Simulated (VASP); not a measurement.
Si2Ni:

```
Ni Si
1.0
     0.00000    2.68486    2.68486
     2.68486    0.00000    2.68486
     2.68486    2.68486    0.00000
Ni Si
1 2
Direct
  0.00000 0.00000 0.00000
  0.75000 0.75000 0.75000
  0.25000 0.25000 0.25000
```

Base run:

- Program: VASP 6.6.1
- Functional: PBE
- Potentials or basis: VASP PAW PBE potentials, release 64 (Ni, Si)
- Cutoff: 520 eV
- k mesh: 9 × 9 × 9
- Occupations: fermi-dirac, width 0.05 eV
- Spin: collinear spin, ferromagnetic start
- Starting moments: [1.0, 0.0, 0.0] μB

Its results: band gap on the k mesh zero (filled and empty bands overlap); pressure 7.0 GPa; net moment 0.00 μB per cell.

**Question.** The run is repeated on the same cell with these changes: functional from PBE to r2SCAN. What comes out?

**Answer.** Band gap on the k mesh zero (filled and empty bands overlap); pressure 1.5 GPa; net moment 0.00 μB per cell.

Caveats: the PAW data sets were made with another functional, which shifts forces and pressure a little (some runs).
